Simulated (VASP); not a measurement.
# Zr3SiF2 (P6/mmm) in VASP: relaxation of cell and atoms with PBE

Aim: the relaxation of cell and atoms of Zr3SiF2 with PBE.

Everything below comes from runs of VASP 6.6.1. Logs are shortened: lines on timing, memory, paths and dates and some standing lists are left out, and cuts for length are marked.

### 1 The cell of the first run

It takes space group P6/mmm (No. 191, hexagonal). Conventional cell: a = 4.535 Å, b = 4.535 Å, c = 5.845 Å, α = 90.00°, β = 90.00°, γ = 120.00°. Within 3.5 Å of Zr (site symmetry -6m2) lie 6 Zr at 2.62 Å and 2 F at 2.92 Å. Zr (site symmetry 6/mmm) has 6 Zr at 2.62 Å and 2 Si at 2.92 Å within 3.5 Å. Within 3.5 Å of Si (site symmetry 6/mmm) lie 6 F at 2.62 Å and 2 Zr at 2.92 Å. F (site symmetry -6m2) has 3 F at 2.62 Å and 3 Si at 2.62 Å and 2 Zr at 2.92 Å within 3.5 Å.

The cell was generated, and may not be a known phase.

### 2 Relaxation of cell and atoms, PBE

INCAR

```
PREC = Accurate
ENCUT = 1350
EDIFF = 1E-7
ISMEAR = 0
SIGMA = 0.1
LREAL = F
LASPH = T
NELM = 120
ALGO = Normal
ISIF = 3
LWAVE = F
LCHARG = F
GGA = PE
IBRION = 2
NSW = 90
EDIFFG = -0.04
GGA_COMPAT = F
NELMIN = 4
```

KPOINTS

```
Automatic mesh
0
Gamma
  6 6 4
```

POSCAR

```
Zr3SiF2
1.0
    4.5347320400      0.0000000000      0.0000000000
   -2.2673660200      3.9271931400      0.0000000000
    0.0000000000      0.0000000000      5.8449491500
Zr Si F
3 1 2
Direct
    0.3333333300      0.6666666700      0.5000000000
    0.6666666700      0.3333333300      0.5000000000
    0.0000000000      0.0000000000      0.5000000000
    0.0000000000      0.0000000000      0.0000000000
    0.3333333300      0.6666666700      0.0000000000
    0.6666666700      0.3333333300      0.0000000000
```

Potentials or basis: VASP PAW PBE potentials, release 64 (Zr_sv, Si, F_h).

On the command line:

```sh
$ cat potpaw_PBE.64/Zr_sv/POTCAR potpaw_PBE.64/Si/POTCAR potpaw_PBE.64/F_h/POTCAR > POTCAR
$ mpirun -np 1 vasp_std > vasp.out
```

OUTCAR:

```text
PREC = Accurate
   ENCUT = 1350
   EDIFF = 1E-7
   ISMEAR = 0
   LREAL = F
   LASPH = T
   NELM = 120
   ISIF = 3
   GGA = PE
   IBRION = 2
   NSW = 90
   EDIFFG = -0.04
   NELMIN = 4

 ion  position               nearest neighbor table
   1  0.333  0.667  0.500-   2 2.62   3 2.62   2 2.62   3 2.62   3 2.62   2 2.62
   2  0.667  0.333  0.500-   1 2.62   3 2.62   1 2.62   3 2.62   3 2.62   1 2.62
   3  0.000  0.000  0.500-   1 2.62   2 2.62   1 2.62   2 2.62   2 2.62   1 2.62   4 2.92   4 2.92

   4  0.000  0.000  0.000-   3 2.92   3 2.92
   5  0.333  0.667  0.000-
   6  0.667  0.333  0.000-

  LATTYP: Found a hexagonal cell.
 ALAT       =     4.5347320400
 C/A-ratio  =     1.2889293344

  Lattice vectors:

 A1 = (   4.5347320400,   0.0000000000,   0.0000000000)
 A2 = (  -2.2673660200,   3.9271931400,   0.0000000000)
 A3 = (   0.0000000000,   0.0000000000,   5.8449491500)

Analysis of symmetry for initial positions (statically):
=====================================================================
 Subroutine PRICEL returns:
 Original cell was already a primitive cell.

 Routine SETGRP: Setting up the symmetry group for a
 hexagonal supercell.

 Subroutine GETGRP returns: Found 24 space group operations
 (whereof 24 operations were pure point group operations)
 out of a pool of 24 trial point group operations.

The static configuration has the point symmetry D_6h.

Analysis of symmetry for dynamics (positions and initial velocities):
=====================================================================
 Subroutine PRICEL returns:
 Original cell was already a primitive cell.

 Routine SETGRP: Setting up the symmetry group for a
 hexagonal supercell.

 Subroutine GETGRP returns: Found 24 space group operations
 (whereof 24 operations were pure point group operations)
 out of a pool of 24 trial point group operations.

The dynamic configuration has the point symmetry D_6h.

 Subroutine INISYM returns: Found 24 space group operations
 (whereof 24 operations are pure point group operations),
 and found     1 'primitive' translations

----------------------------------------------------------------------------------------

                                     Primitive cell

  volume of cell :     104.0913

  direct lattice vectors                    reciprocal lattice vectors
     4.534732040  0.000000000  0.000000000     0.220520196  0.127317395  0.000000000
    -2.267366020  3.927193140  0.000000000     0.000000000  0.254634790  0.000000000
     0.000000000  0.000000000  5.844949150     0.000000000  0.000000000  0.171087887

  length of vectors
     4.534732040  4.534732035  5.844949150     0.254634790  0.254634790  0.171087887

  position of ions in fractional coordinates (direct lattice)
     0.333333330  0.666666670  0.500000000
     0.666666670  0.333333330  0.500000000
     0.000000000  0.000000000  0.500000000
     0.000000000  0.000000000  0.000000000
     0.333333330  0.666666670  0.000000000
     0.666666670  0.333333330  0.000000000

  ion indices of the primitive-cell ions
   primitive index   ion index
                 1           1
                 2           2
                 3           3
                 4           4
                 5           5
                 6           6

----------------------------------------------------------------------------------------

 KPOINTS: Automatic mesh

Automatic generation of k-mesh.
 Grid dimensions read from file:
 generate k-points for:    6    6    4

 Generating k-lattice:

  Cartesian coordinates                     Fractional coordinates (reciprocal lattice)
     0.036753366  0.021219566  0.000000000     0.166666667 -0.000000000  0.000000000
     0.000000000  0.042439132  0.000000000     0.000000000  0.166666667  0.000000000
     0.000000000  0.000000000  0.042771972     0.000000000  0.000000000  0.250000000

  Length of vectors
     0.042439132  0.042439132  0.042771972

  Shift w.r.t. Gamma in fractional coordinates (k-lattice)
     0.000000000  0.000000000  0.000000000

 Subroutine IBZKPT returns following result:
 ===========================================

 Found     21 irreducible k-points:

 Following reciprocal coordinates:
            Coordinates               Weight
  0.000000  0.000000  0.000000      1.000000
  0.166667  0.000000  0.000000      6.000000
  0.333333 -0.000000  0.000000      6.000000
  0.500000  0.000000  0.000000      3.000000
  0.166667  0.166667  0.000000      6.000000
  0.333333  0.166667  0.000000     12.000000
[... 13 lines left out ...]
  0.333333  0.166667  0.500000     12.000000
  0.333333  0.333333  0.500000      2.000000
   k-points           NKPTS =     21   k-points in BZ     NKDIM =     21   number of bands    NBANDS=     32
   number of dos      NEDOS =    301   number of ions     NIONS =      6
   total plane-waves  NPLWV = 204120
   dimension x,y,z NGX =    54 NGY =   54 NGZ =   70
   dimension x,y,z NGXF=   108 NGYF=  108 NGZF=  140
   ions per type =               3   1   2
   NGX,Y,Z   is equivalent  to a cutoff of  19.80, 19.80, 19.91 a.u.
   NGXF,Y,Z  is equivalent  to a cutoff of  39.59, 39.59, 39.82 a.u.
 SYSTEM =  unknown system
   PREC   = accura    normal or accurate (medium, high low for compatibility)
   ISTART =      0    job   : 0-new  1-cont  2-samecut
   ICHARG =      2    charge: 1-file 2-atom 10-const
   ISPIN  =      1    spin polarized calculation?
   LNONCOLLINEAR =      F non collinear calculations
   LSORBIT =      F    spin-orbit coupling
   LASPH  =      T    aspherical Exc in radial PAW
   ENCUT  = 1350.0 eV  99.22 Ry    9.96 a.u.  13.59 13.59 17.51*2*pi/ulx,y,z
   NELM   =    120;   NELMIN=  4; NELMDL= -5     # of ELM steps
   EDIFF  = 0.1E-06   stopping-criterion for ELM
   LREAL  =      F    real-space projection
   EDIFFG = -.4E-01   stopping-criterion for IOM
   NSW    =     90    number of steps for IOM
   IBRION =      2    ionic relax: 0-MD 1-quasi-New 2-CG
   NFREE  =      1    steps in history (QN), initial steepest desc. (CG)
   ISIF   =      3    stress and relaxation
   ISYM   =      2    0-nonsym 1-usesym 2-fastsym
   POTIM  = 0.5000    time-step for ionic-motion
   TEBEG  =    0.0;   TEEND  =   0.0 temperature during run
   PSTRESS=    0.0 pullay stress
   NELECT =      54.0000    total number of electrons
   NUPDOWN=      -1.0000    fix difference up-down
   EMIN   =  10.00;   EMAX   =-10.00  energy-range for DOS
   EFERMI =   0.00;   METHOD = LEGACY
   ISMEAR =     0;   SIGMA  =   0.10  broadening in eV -4-tet -1-fermi 0-gaus
   EFERMI_NEDOS =   21; number of points for ismear=-14 and -15
   IALGO  =     38    algorithm
   IMIX   =      4    mixing-type and parameters
     AMIX     =   0.40;   BMIX     =  1.00
     AMIX_MAG =   1.60;   BMIX_MAG =  1.00
  volume/ion in A,a.u.               =      17.35       117.07
  Fermi-wavevector in a.u.,A,eV,Ry     =   1.315430  2.485803 23.542938  1.730357
  Thomas-Fermi vector in A             =   2.445614
   LORBIT       =      0    0 simple, 1 ext, 2 COOP (PROOUT), +10 PAW based schemes
   GGA     = PE    functional components
   LHFCALC =     F    Hartree Fock is set to
   AEXX    =    0.0000 exact exchange contribution
   IVDW    =     0    specifies the selected vdW correction
   LEPSILON=     F    determine dielectric tensor
   LRPA    =     F    only Hartree local field effects (RPA)
 conjugate gradient relaxation of ions
 non-spin polarized calculation
 Gauss-broadening in eV      SIGMA  =   0.10
  energy-cutoff  :     1350.00
  volume of cell :      104.09
 maximum number of plane-waves:     11766
   NGX = 27   NGY = 27   NGZ = 35

--------------------------------------- Ionic step        1  -------------------------------------------

 number of electron      54.0000003 magnetization

 Free energy of the ion-electron system (eV)
  ---------------------------------------------------
  ext. energy  EPLUGINS =         0.00000000
  ---------------------------------------------------
  free energy    TOTEN  =       -34.13485838 eV

  energy without entropy =      -34.10388714  energy(sigma->0) =      -34.11937276

------------------------ aborting loop because EDIFF is reached ----------------------------------------

  FORCE on cell =-STRESS in cart. coord.  units (eV):
  Direction    XX          YY          ZZ          XY          YZ          ZX
  --------------------------------------------------------------------------------------
  -------------------------------------------------------------------------------------
  Total       15.7650103     15.7650103    -12.5257870      0.0000000      0.0000000      0.0000000
  in kB      242.6555420    242.6555412   -192.7973126      0.0000000      0.0000000      0.0000000
  external PRESSURE =      97.5045902 kB  Pullay stress =       0.0000000 kB

 VOLUME and BASIS-vectors are now :
 -----------------------------------------------------------------------------
  energy-cutoff  :     1350.00
  volume of cell :      104.09
      direct lattice vectors                 reciprocal lattice vectors
     4.534732040  0.000000000  0.000000000     0.220520196  0.127317395  0.000000000
    -2.267366020  3.927193140  0.000000000     0.000000000  0.254634790  0.000000000
     0.000000000  0.000000000  5.844949150     0.000000000  0.000000000  0.171087887
[... 201 lines left out ...]
 POSITION                                       TOTAL-FORCE (eV/Angst)
 -----------------------------------------------------------------------------------
     -0.00000      3.20600      2.31177        -0.000000      0.000000     -0.000000
      2.77648      1.60300      2.31177         0.000000     -0.000000      0.000000
      5.55296      0.00000      2.31177        -0.000000     -0.000000      0.000000
      5.55296      0.00000      4.62354        -0.000000     -0.000000      0.000000
     -0.00000      3.20600      4.62354        -0.000000      0.000000     -0.000000
      2.77648      1.60300     -0.00000         0.000000     -0.000000      0.000000
 -----------------------------------------------------------------------------------
    total drift:                               -0.000000      0.000000      0.000000

  FREE ENERGIE OF THE ION-ELECTRON SYSTEM (eV)
  ---------------------------------------------------
  free  energy   TOTEN  =       -38.6407018056 eV

  energy  without entropy=      -38.6157493785  energy(sigma->0) =      -38.62822559

--------------------------------------- Ionic step        7  -------------------------------------------

 number of electron      53.9999989 magnetization

 E-fermi :   5.6997     XC(G=0):  -9.9310

 val. band max:        5.6668199637   @ k =   0.3333   0.3333   0.0000
 cond. band min:       5.7088112458   @ k =   0.3333   0.3333   0.0000
 fundamental gap:      0.0419912821
 Fermi energy:         5.6997102995

 k-point     1 :       0.0000    0.0000    0.0000
  band No.  band energies     occupation
      1     -43.8320      2.00000
      2     -43.7644      2.00000
      3     -41.9994      2.00000
      4     -21.9295      2.00000
      5     -21.8877      2.00000
      6     -21.8877      2.00000
[... 786 lines left out ...]
 POSITION                                       TOTAL-FORCE (eV/Angst)
 -----------------------------------------------------------------------------------
     -0.00000      3.16416      2.31891         0.000000     -0.000000     -0.000000
      2.74024      1.58208      2.31891        -0.000000      0.000000      0.000000
      5.48049      0.00000      2.31891        -0.000000      0.000000      0.000000
      5.48049      0.00000      4.63781        -0.000000     -0.000000      0.000000
     -0.00000      3.16416     -0.00000         0.000000      0.000000     -0.000000
      2.74024      1.58208     -0.00000        -0.000000     -0.000000      0.000000
 -----------------------------------------------------------------------------------
    total drift:                               -0.000000      0.000000      0.000000

  FREE ENERGIE OF THE ION-ELECTRON SYSTEM (eV)
  ---------------------------------------------------
  free  energy   TOTEN  =       -38.6725771040 eV

  energy  without entropy=      -38.6489949433  energy(sigma->0) =      -38.66078602

--------------------------------------- Ionic step        9  -------------------------------------------

 number of electron      53.9999998 magnetization

 Free energy of the ion-electron system (eV)
  ---------------------------------------------------
  ext. energy  EPLUGINS =         0.00000000
  ---------------------------------------------------
  free energy    TOTEN  =       -38.68254448 eV

  energy without entropy =      -38.66114192  energy(sigma->0) =      -38.67184320

 E-fermi :   6.0915     XC(G=0): -10.1341

 val. band max:        6.0682743271   @ k =   0.3333  -0.0000   0.2500
 cond. band min:       6.0935535871   @ k =   0.5000   0.0000   0.0000
 fundamental gap:      0.0252792600
 Fermi energy:         6.0915487028

 k-point     1 :       0.0000    0.0000    0.0000
  band No.  band energies     occupation
      1     -43.2702      2.00000
      2     -43.1760      2.00000
      3     -41.5004      2.00000
      4     -21.3956      2.00000
      5     -21.3956      2.00000
      6     -21.3609      2.00000
[... 746 lines left out ...]
 POSITION                                       TOTAL-FORCE (eV/Angst)
 -----------------------------------------------------------------------------------
     -0.00000      3.12285      2.32896        -0.000000      0.000000      0.000000
      2.70446      1.56142      2.32896         0.000000     -0.000000     -0.000000
     -0.00000      0.00000      2.32896        -0.000000     -0.000000     -0.000000
     -0.00000      0.00000     -0.00000        -0.000000     -0.000000     -0.000000
     -0.00000      3.12285     -0.00000         0.000000     -0.000000      0.000000
      2.70446      1.56142      4.65793        -0.000000      0.000000     -0.000000
 -----------------------------------------------------------------------------------
    total drift:                               -0.000000      0.000000      0.000000

  FREE ENERGIE OF THE ION-ELECTRON SYSTEM (eV)
  ---------------------------------------------------
  free  energy   TOTEN  =       -38.6825444788 eV

  energy  without entropy=      -38.6611419193  energy(sigma->0) =      -38.67184320

 reached required accuracy - stopping structural energy minimisation
```

It took 27 min on 1 thread of Intel Xeon 6975P-C (Granite Rapids), shared host; peak memory 0.71 GiB.

Results:

* Free energy: -38.6825 eV
* Relaxed volume: 19.67 Å³/atom
* Relaxed cell: a = 5.409 Å, b = 5.409 Å, c = 4.658 Å, α = 90.00°, β = 90.00°, γ = 120.00°
* Space group after relaxing (to 0.1 Å): P6/mmm (No. 191)
* Energy gained by relaxing: 757.9 meV/atom
* Ionic steps: 9
* Pressure after relaxing: 0.0 GPa
* Band gap on the k mesh: zero (bands 27 and 28 overlap by 0.81 eV)

Stress tensor (GPa, compression positive):
```
 0.07  0.00  0.00
 0.00  0.07  0.00
 0.00  0.00 -0.15
```

The path:
```tsv
step	energy change (eV)	largest force (eV/Å)	pressure (GPa)	volume (Å³)
1	0.0000	0.0000	9.75	104.09
2	-3.3915	0.0000	-4.66	118.84
3	-4.2330	0.0000	-5.97	126.00
4	-4.3719	0.0000	-5.16	128.74
5	-4.2163	0.0000	6.00	116.26
6	-4.5058	0.0000	-1.34	123.47
7	-4.5061	0.0000	-1.17	123.27
8	-4.5377	0.0000	-0.67	120.64
9	-4.5477	0.0000	-0.01	118.02
```

Final structure:
```cif
data_structure
_symmetry_space_group_name_H-M 'P 1'
_symmetry_Int_Tables_number 1
_cell_length_a 5.4089
_cell_length_b 5.4089
_cell_length_c 4.6579
_cell_angle_alpha 90.000
_cell_angle_beta 90.000
_cell_angle_gamma 120.000
_cell_volume 118.02
loop_
_atom_site_label
_atom_site_type_symbol
_atom_site_fract_x
_atom_site_fract_y
_atom_site_fract_z
_atom_site_occupancy
Zr1 Zr 0.33333 0.66667 0.50000 1
Zr2 Zr 0.66667 0.33333 0.50000 1
Zr3 Zr 0.00000 0.00000 0.50000 1
Si1 Si 0.00000 0.00000 0.00000 1
F1 F 0.33333 0.66667 0.00000 1
F2 F 0.66667 0.33333 0.00000 1
```

Caveat: a cell axis changed by over 15 % at a fixed basis, so the end point is rough.

The gap in the log of VASP goes by the Fermi energy; the results here count the filled bands.